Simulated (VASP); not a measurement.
# Ru (Fd-3m) in VASP: notebook

Runs on Ru. Level: PBEsol. Tasks: single point, relaxation of cell and atoms.

Program: VASP 6.6.1. These are calculated values, not measurements. Logs are shortened: lines on timing, memory, paths and dates and some standing lists are left out, and cuts for length are marked.

## Step 1: The cell of the first run

The structure is cubic, space group Fd-3m (No. 227). Conventional cell: a = 5.390 Å, b = 5.390 Å, c = 5.390 Å, α = 90.00°, β = 90.00°, γ = 90.00°. Ru (site symmetry -43m) has 4 Ru at 2.33 Å within 3.1 Å.

## Step 2: Single point, PBEsol

Input file INCAR:

```
ALGO     = Normal         # electronic algorithm
EDIFF    = 1E-7           # SCF threshold, eV
ENCUT    = 520            # plane-wave cutoff, eV
GGA      = PS             # functional
ISIF     = 2              # what is computed and relaxed
ISMEAR   = 0              # smearing method
LASPH    = True           # aspherical terms in the spheres
LCHARG   = False          # write CHGCAR
LREAL    = False          # projectors in reciprocal space
LWAVE    = False          # write WAVECAR
NBANDS   = 21             # bands
NELM     = 100            # most SCF steps
PREC     = Accurate       # precision mode
SIGMA    = 0.1            # smearing width, eV
```

Input file KPOINTS:

```
k-points
0
Gamma
  14 14 14
```

Input file POSCAR:

```
Ru
1.0
    0.0000000000      2.6950962373      2.6950962373
    2.6950962373      0.0000000000      2.6950962373
    2.6950962373      2.6950962373      0.0000000000
Ru
2
Direct
    0.0000000000      0.0000000000      0.0000000000
    0.2500000000      0.2500000000      0.2500000000
```

Potentials or basis: VASP PAW PBE potentials, release 64 (Ru_pv).

Launch:

```bash
$ cat potpaw_PBE.64/Ru_pv/POTCAR > POTCAR
$ mpirun -np 1 vasp_std > vasp.out
```

OUTCAR:

```text
EDIFF = 1E-7
   ENCUT = 520
   GGA = PS
   ISIF = 2
   ISMEAR = 0
   LASPH = True
   LREAL = False
   NELM = 100
   PREC = Accurate

 ion  position               nearest neighbor table
   1  0.000  0.000  0.000-   2 2.33   2 2.33   2 2.33   2 2.33
   2  0.250  0.250  0.250-   1 2.33   1 2.33   1 2.33   1 2.33

  LATTYP: Found a face centered cubic cell.
 ALAT       =     5.3901924746

  Lattice vectors:

 A1 = (   0.0000000000,   2.6950962373,   2.6950962373)
 A2 = (   2.6950962373,   0.0000000000,   2.6950962373)
 A3 = (   2.6950962373,   2.6950962373,   0.0000000000)

Analysis of symmetry for initial positions (statically):
=====================================================================
 Subroutine PRICEL returns:
 Original cell was already a primitive cell.

 Routine SETGRP: Setting up the symmetry group for a
 face centered cubic supercell.

 Subroutine GETGRP returns: Found 48 space group operations
 (whereof 24 operations were pure point group operations)
 out of a pool of 48 trial point group operations.

The static configuration has the point symmetry T_d .
 The point group associated with its full space group is O_h .

Analysis of symmetry for dynamics (positions and initial velocities):
=====================================================================
 Subroutine PRICEL returns:
 Original cell was already a primitive cell.

 Routine SETGRP: Setting up the symmetry group for a
 face centered cubic supercell.

 Subroutine GETGRP returns: Found 48 space group operations
 (whereof 24 operations were pure point group operations)
 out of a pool of 48 trial point group operations.

The dynamic configuration has the point symmetry T_d .
 The point group associated with its full space group is O_h .

 Subroutine INISYM returns: Found 48 space group operations
 (whereof 24 operations are pure point group operations),
 and found     1 'primitive' translations

----------------------------------------------------------------------------------------

                                     Primitive cell

  volume of cell :      39.1519

  direct lattice vectors                    reciprocal lattice vectors
     0.000000000  2.695096237  2.695096237    -0.185522132  0.185522132  0.185522132
     2.695096237  0.000000000  2.695096237     0.185522132 -0.185522132  0.185522132
[... 74 lines left out ...]
   NGXF,Y,Z  is equivalent  to a cutoff of  24.43, 24.43, 24.43 a.u.
 SYSTEM =  unknown system
   PREC   = accura    normal or accurate (medium, high low for compatibility)
   ISTART =      0    job   : 0-new  1-cont  2-samecut
   ICHARG =      2    charge: 1-file 2-atom 10-const
   ISPIN  =      1    spin polarized calculation?
   LNONCOLLINEAR =      F non collinear calculations
   LSORBIT =      F    spin-orbit coupling
   LASPH  =      T    aspherical Exc in radial PAW
   ENCUT  =  520.0 eV  38.22 Ry    6.18 a.u.   7.09  7.09  7.09*2*pi/ulx,y,z
   NELM   =    100;   NELMIN=  2; NELMDL= -5     # of ELM steps
   EDIFF  = 0.1E-06   stopping-criterion for ELM
   LREAL  =      F    real-space projection
   EDIFFG = 0.1E-05   stopping-criterion for IOM
   NSW    =      0    number of steps for IOM
   IBRION =     -1    ionic relax: 0-MD 1-quasi-New 2-CG
   NFREE  =      0    steps in history (QN), initial steepest desc. (CG)
   ISIF   =      2    stress and relaxation
   ISYM   =      2    0-nonsym 1-usesym 2-fastsym
   POTIM  = 0.5000    time-step for ionic-motion
   TEBEG  =    0.0;   TEEND  =   0.0 temperature during run
   PSTRESS=    0.0 pullay stress
   NELECT =      28.0000    total number of electrons
   NUPDOWN=      -1.0000    fix difference up-down
   EMIN   =  10.00;   EMAX   =-10.00  energy-range for DOS
   EFERMI =   0.00;   METHOD = LEGACY
   ISMEAR =     0;   SIGMA  =   0.10  broadening in eV -4-tet -1-fermi 0-gaus
   EFERMI_NEDOS =   21; number of points for ismear=-14 and -15
   IALGO  =     38    algorithm
   IMIX   =      4    mixing-type and parameters
     AMIX     =   0.40;   BMIX     =  1.00
     AMIX_MAG =   1.60;   BMIX_MAG =  1.00
  volume/ion in A,a.u.               =      19.58       132.11
  Fermi-wavevector in a.u.,A,eV,Ry     =   1.464007  2.766573 29.161602  2.143317
  Thomas-Fermi vector in A             =   2.580034
   LORBIT       =      0    0 simple, 1 ext, 2 COOP (PROOUT), +10 PAW based schemes
   GGA     = PS    functional components
   LHFCALC =     F    Hartree Fock is set to
   AEXX    =    0.0000 exact exchange contribution
   IVDW    =     0    specifies the selected vdW correction
   LEPSILON=     F    determine dielectric tensor
   LRPA    =     F    only Hartree local field effects (RPA)
 non-spin polarized calculation
 Gauss-broadening in eV      SIGMA  =   0.10
  energy-cutoff  :      520.00
  volume of cell :       39.15
 maximum number of plane-waves:      1067
   NGX = 15   NGY = 15   NGZ = 15

 number of electron      27.9999988 magnetization

 Free energy of the ion-electron system (eV)
  ---------------------------------------------------
  ext. energy  EPLUGINS =         0.00000000
  ---------------------------------------------------
  free energy    TOTEN  =       -17.59382273 eV

  energy without entropy =      -17.58545473  energy(sigma->0) =      -17.58963873

 E-fermi :   7.2962     XC(G=0): -11.7178

 val. band max:        7.2864964914   @ k =  -0.4286   0.0714   0.0000
 cond. band min:       7.3091607493   @ k =   0.2857   0.1429   0.0000
 fundamental gap:      0.0226642578
 Fermi energy:         7.2961642174

 k-point     1 :       0.0000    0.0000    0.0000
  band No.  band energies     occupation
      1     -35.8747      2.00000
      2     -35.8747      2.00000
      3     -35.8747      2.00000
      4     -34.9078      2.00000
      5     -34.9078      2.00000
      6     -34.9078      2.00000
[... 565 lines left out ...]
     20      17.8235      0.00000
     21      18.0546      0.00000

 [... further k-points ...]
[... 5 lines left out ...]
  --------------------------------------------------------------------------------------
  -------------------------------------------------------------------------------------
  Total        0.0784478      0.0784478      0.0784478      0.0000000     -0.0000000      0.0000000
  in kB        3.2102468      3.2102468      3.2102468      0.0000000     -0.0000000      0.0000000
  external PRESSURE =       3.2102468 kB  Pullay stress =       0.0000000 kB

 VOLUME and BASIS-vectors are now :
 -----------------------------------------------------------------------------
  energy-cutoff  :      520.00
  volume of cell :       39.15
      direct lattice vectors                 reciprocal lattice vectors
     0.000000000  2.695096237  2.695096237    -0.185522132  0.185522132  0.185522132
     2.695096237  0.000000000  2.695096237     0.185522132 -0.185522132  0.185522132
     2.695096237  2.695096237  0.000000000     0.185522132  0.185522132 -0.185522132

 POSITION                                       TOTAL-FORCE (eV/Angst)
 -----------------------------------------------------------------------------------
      0.00000      0.00000      0.00000         0.000000      0.000000      0.000000
      1.34755      1.34755      1.34755        -0.000000     -0.000000     -0.000000
 -----------------------------------------------------------------------------------
    total drift:                                0.000000      0.000000      0.000000

  FREE ENERGIE OF THE ION-ELECTRON SYSTEM (eV)
  ---------------------------------------------------
  free  energy   TOTEN  =       -17.5938227261 eV

  energy  without entropy=      -17.5854547251  energy(sigma->0) =      -17.58963873
```

OSZICAR:

```text
N       E                     dE             d eps       ncg     rms          rms(c)
DAV:   1     0.287070298981E+03    0.28707E+03   -0.16977E+04  4368   0.137E+03
DAV:   2    -0.125815282441E+02   -0.29965E+03   -0.28939E+03  4653   0.420E+02
DAV:   3    -0.182404103092E+02   -0.56589E+01   -0.56178E+01  4918   0.657E+01
DAV:   4    -0.182993048524E+02   -0.58895E-01   -0.58865E-01  5903   0.618E+00
DAV:   5    -0.183004446822E+02   -0.11398E-02   -0.11397E-02  5187   0.642E-01    0.138E+01
DAV:   6    -0.176517116726E+02    0.64873E+00   -0.17988E+00  4643   0.120E+01    0.450E+00
DAV:   7    -0.176059369363E+02    0.45775E-01   -0.82978E-02  5258   0.228E+00    0.172E+00
DAV:   8    -0.175937879330E+02    0.12149E-01   -0.16433E-02  4608   0.944E-01    0.941E-02
DAV:   9    -0.175937961472E+02   -0.82142E-05   -0.36832E-04  5175   0.172E-01    0.410E-02
DAV:  10    -0.175938234588E+02   -0.27312E-04   -0.19616E-05  5262   0.397E-02    0.264E-03
DAV:  11    -0.175938231994E+02    0.25940E-06   -0.59943E-07  5377   0.572E-03    0.144E-03
DAV:  12    -0.175938227090E+02    0.49042E-06   -0.52643E-08  3325   0.225E-03    0.143E-04
DAV:  13    -0.175938227261E+02   -0.17041E-07   -0.36675E-09  3344   0.460E-04
   1 F= -.17593823E+02 E0= -.17589639E+02  d E =-.836800E-02
```

Run time: 28 s. Hardware: 1 thread of Intel Xeon 6975P-C (Granite Rapids), shared host; peak memory 0.2 GiB.

Results:

```yaml
Free_energy: -17.5938 eV
Pressure: 0.3 GPa
Band_gap_on_the_k_mesh: zero (band 14 reaches 7.74 eV, above the bottom of band 15 at 6.78 eV)
```

Caveat: the PAW data sets were made with another functional, which shifts forces and pressure a little.

## Step 3: Relaxation of cell and atoms, PBEsol

Input file INCAR:

```
  ALGO = Fast
  EDIFF = 1E-6
  EDIFFG = -0.01
  ENCUT = 600
  GGA = PS
  IBRION = 2
  ISIF = 3
  ISMEAR = 0
  LASPH = True
  LCHARG = False
  LREAL = False
  LWAVE = False
  NELM = 60
  NSW = 100
  PREC = Accurate
  SIGMA = 0.1
```

KPOINTS is that of step 2.

POSCAR is that of step 2.

Potentials or basis: VASP PAW PBE potentials, release 64 (Ru_pv).

Launch:

```bash
$ cat potpaw_PBE.64/Ru_pv/POTCAR > POTCAR
$ mpirun -np 1 vasp_std > vasp.out
```

Run time: 80 s. Hardware: 1 thread of Intel Xeon 6975P-C (Granite Rapids), shared host; peak memory 0.22 GiB.

It converged, with:

- Free energy: -17.5944 eV
- Relaxed volume: 19.61 Å³/atom
- Relaxed cell: a = 3.814 Å, b = 3.814 Å, c = 3.814 Å, α = 60.00°, β = 60.00°, γ = 60.00°
- Space group after relaxing (to 0.05 Å): Fd-3m (No. 227)
- Energy gained by relaxing: 0.0 meV/atom
- Ionic steps: 3
- Pressure after relaxing: 0.0 GPa
- Band gap on the k mesh: zero (band 14 reaches 7.72 eV, above the bottom of band 15 at 6.76 eV)

Final structure:
```
CELL_PARAMETERS angstrom
0.00000 2.69659 2.69659
2.69659 0.00000 2.69659
2.69659 2.69659 0.00000
ATOMIC_POSITIONS crystal
Ru 0.00000 0.00000 0.00000
Ru 0.25000 0.25000 0.25000
```

Levels at points of the mesh, in eV from the Fermi level:
```csv
k point,band 10,band 11,band 12,band 13,band 14,band 15,band 16,band 17,band 18
"(0.00, 0.00, 0.00)",-3.29,-3.29,-3.29,-0.47,-0.47,-0.47,1.98,1.98,10.77
"(0.50, 0.00, 0.00)",-3.56,-3.56,-3.29,-0.44,0.27,0.27,1.49,1.49,3.18
"(0.50, 0.50, 0.00)",-3.53,-1.40,-1.40,-1.30,-1.30,1.79,1.79,3.47,3.47
```

Caveat: the PAW data sets were made with another functional, which shifts forces and pressure a little.

## Step 4: Single point, PBEsol

This run uses another cell than the first one, of 15.48 Å³/atom, 0.791 times its volume.

Input file INCAR:

```
SYSTEM = Ru
PREC = Accurate
ENCUT = 500
EDIFF = 1E-6
ISMEAR = 0
SIGMA = 0.1
LREAL = .FALSE.
LASPH = .TRUE.
NELM = 120
ALGO = Normal
ISIF = 2
LWAVE = .FALSE.
LCHARG = .FALSE.
GGA = PS
NBANDS = 21
GGA_COMPAT = .FALSE.
```

Input file KPOINTS:

```
Automatic mesh
0
G
  6 6 6
  0 0 0
```

Input file POSCAR:

```
Ru
1.0
    0.0000000000      2.4923280394      2.4923280394
    2.4923280394      0.0000000000      2.4923280394
    2.4923280394      2.4923280394      0.0000000000
Ru
2
Direct
    0.5000000000      0.5000000000      0.5000000000
    0.7500000000      0.7500000000      0.7500000000
```

Launch:

```bash
$ cat potpaw_PBE.64/Ru_pv/POTCAR > POTCAR
$ mpirun -np 1 vasp_std > vasp.out
```

Run time: 18 s. Hardware: 1 thread of Intel Xeon Platinum 8375C at 2.90GHz (Ice Lake), shared host; peak memory 0.15 GiB.

The run converged. Its results:

| Quantity | Value |
| --- | --- |
| Free energy | -16.0205 eV |
| Pressure | 75.6 GPa |
| Band gap on the k mesh | zero (band 14 reaches 11.24 eV, above the bottom of band 15 at 10.10 eV) |

Levels at points of the mesh, in eV from the Fermi level:
| k point | band 11 | band 12 | band 13 | band 14 | band 15 | band 16 | band 17 | band 18 |
| --- | --- | --- | --- | --- | --- | --- | --- | --- |
| (0.00, 0.00, 0.00) | -4.19 | -4.19 | -0.57 | -0.57 | -0.57 | 2.87 | 2.87 | 10.63 |
| (0.50, 0.00, 0.00) | -4.72 | -3.90 | -0.56 | 0.48 | 0.48 | 2.11 | 2.11 | 4.15 |
| (0.50, 0.50, 0.00) | -1.94 | -1.94 | -1.28 | -1.28 | 2.48 | 2.48 | 4.31 | 4.31 |

Caveat: the k points lie up to 0.36 Å⁻¹ apart; the PAW data sets were made with another functional, which shifts forces and pressure a little.

## Step 5: Single point, PBEsol

Input file INCAR:

```
ALGO = Normal ; EDIFF = 1E-6
ENCUT = 500 ; GGA = PS
GGA_COMPAT = False ; ISIF = 2
ISMEAR = 0 ; LASPH = True
LCHARG = False ; LREAL = False
LWAVE = False ; NBANDS = 21
NELM = 120 ; PREC = Accurate
SIGMA = 0.1
```

Input file KPOINTS:

```
k-points
0
Gamma
  6 6 6
```

Input file POSCAR:

```
Ru
1.0
    0.0000000000      2.6950962373      2.6950962373
    2.6950962373      0.0000000000      2.6950962373
    2.6950962373      2.6950962373      0.0000000000
Ru
2
Direct
    0.5000000000      0.5000000000      0.5000000000
    0.7500000000      0.7500000000      0.7500000000
```

Potentials or basis: VASP PAW PBE potentials, release 64 (Ru_pv).

Launch:

```bash
$ cat potpaw_PBE.64/Ru_pv/POTCAR > POTCAR
$ mpirun -np 1 vasp_std > vasp.out
```

OUTCAR:

```text
EDIFF = 1E-6
   ENCUT = 500
   GGA = PS
   ISIF = 2
   ISMEAR = 0
   LASPH = True
   LREAL = False
   NELM = 120
   PREC = Accurate

 ion  position               nearest neighbor table
   1  0.500  0.500  0.500-   2 2.33   2 2.33   2 2.33   2 2.33
   2  0.750  0.750  0.750-   1 2.33   1 2.33   1 2.33   1 2.33

  LATTYP: Found a face centered cubic cell.
 ALAT       =     5.3901924746

  Lattice vectors:

 A1 = (   0.0000000000,   2.6950962373,   2.6950962373)
[... 561 lines left out ...]
------------------------ aborting loop because EDIFF is reached ----------------------------------------

  FORCE on cell =-STRESS in cart. coord.  units (eV):
  Direction    XX          YY          ZZ          XY          YZ          ZX
  --------------------------------------------------------------------------------------
  -------------------------------------------------------------------------------------
  Total        0.0824715      0.0824715      0.0824715      0.0000000      0.0000000      0.0000000
  in kB        3.3749068      3.3749068      3.3749068      0.0000000      0.0000000      0.0000000
  external PRESSURE =       3.3749068 kB  Pullay stress =       0.0000000 kB

 VOLUME and BASIS-vectors are now :
 -----------------------------------------------------------------------------
  energy-cutoff  :      500.00
  volume of cell :       39.15
      direct lattice vectors                 reciprocal lattice vectors
     0.000000000  2.695096237  2.695096237    -0.185522132  0.185522132  0.185522132
     2.695096237  0.000000000  2.695096237     0.185522132 -0.185522132  0.185522132
     2.695096237  2.695096237  0.000000000     0.185522132  0.185522132 -0.185522132

 POSITION                                       TOTAL-FORCE (eV/Angst)
 -----------------------------------------------------------------------------------
      2.69510      2.69510      2.69510        -0.000000     -0.000000     -0.000000
      4.04264      4.04264      4.04264         0.000000      0.000000      0.000000
 -----------------------------------------------------------------------------------
    total drift:                                0.000000      0.000000      0.000000

  FREE ENERGIE OF THE ION-ELECTRON SYSTEM (eV)
  ---------------------------------------------------
  free  energy   TOTEN  =       -17.5838182072 eV

  energy  without entropy=      -17.5727107525  energy(sigma->0) =      -17.57826448
```

OSZICAR:

```text
N       E                     dE             d eps       ncg     rms          rms(c)
DAV:   1     0.289735077949E+03    0.28974E+03   -0.17451E+04   672   0.136E+03
DAV:   2    -0.124770144593E+02   -0.30221E+03   -0.29125E+03   717   0.418E+02
DAV:   3    -0.182406472689E+02   -0.57636E+01   -0.57313E+01   752   0.658E+01
DAV:   4    -0.182903799810E+02   -0.49733E-01   -0.49720E-01   945   0.561E+00
DAV:   5    -0.182908818894E+02   -0.50191E-03   -0.50185E-03   763   0.527E-01    0.138E+01
DAV:   6    -0.176425551893E+02    0.64833E+00   -0.17753E+00   707   0.120E+01    0.450E+00
DAV:   7    -0.175958477790E+02    0.46707E-01   -0.74699E-02   812   0.225E+00    0.174E+00
DAV:   8    -0.175837673653E+02    0.12080E-01   -0.15808E-02   707   0.928E-01    0.103E-01
DAV:   9    -0.175837914436E+02   -0.24078E-04   -0.29954E-04   775   0.161E-01    0.405E-02
DAV:  10    -0.175838187701E+02   -0.27326E-04   -0.21066E-05   779   0.411E-02    0.331E-03
DAV:  11    -0.175838182072E+02    0.56284E-06   -0.83280E-07   614   0.719E-03
   1 F= -.17583818E+02 E0= -.17578264E+02  d E =-.111075E-01
```

Run time: 18 s. Hardware: 1 thread of Intel Xeon Platinum 8375C at 2.90GHz (Ice Lake), shared host; peak memory 0.15 GiB.

What came out:

- Free energy: -17.5838 eV
- Pressure: 0.3 GPa
- Band gap on the k mesh: zero (band 14 reaches 7.56 eV, above the bottom of band 15 at 6.78 eV)

Caveat: the PAW data sets were made with another functional, which shifts forces and pressure a little.

[end of part 1 of 2]
